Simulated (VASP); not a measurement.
GaSb, 2 atoms in the cell. Symmetry: F-43m, No. 216, cubic system. Conventional cell: a = 6.332 Å, b = 6.332 Å, c = 6.332 Å, α = 90.00°, β = 90.00°, γ = 90.00°. Within 3.6 Å of Ga (site symmetry -43m) lie 4 Sb at 2.74 Å. Sb (site symmetry -43m) has 4 Ga at 2.74 Å within 3.6 Å.  This cell differs from its parent crystal: strain +3.3%.

| Quantity | Value |
| --- | --- |
| Program | VASP 6.6.1 |
| Task | single point |
| Functional | r2SCAN |
| Potentials or basis | VASP PAW PBE potentials, release 64 (Ga_d, Sb) |
| Cutoff | 520 eV |
| k mesh | 8 × 8 × 8 |
| Occupations | fermi-dirac, width 0.02 eV |
| Spin | no spin polarisation |
| Dipole correction | no |
| Further INCAR settings | ALGO = Normal; EDIFF = 1e-06; NBANDS = 16 |

Potentials or basis: VASP PAW PBE potentials, release 64 (Ga_d, Sb).

The run is started by

```bash
$ cat potpaw_PBE.64/Ga_d/POTCAR potpaw_PBE.64/Sb/POTCAR > POTCAR
$ cp INCAR.step1 INCAR
$ mpirun -np 1 vasp_std > vasp.out
$ cp INCAR.step2 INCAR
$ mpirun -np 1 vasp_std > vasp.out
```

Hardware: 1 thread of AMD EPYC 9R45 96-Core Processor (Zen 5) (shared host).

Question: Estimate the wall time of this run.

Answer: It took 66 s on 1 thread of AMD EPYC 9R45 96-Core Processor (Zen 5) (shared host), peak memory 0.2 GiB. Counts: k points 29.
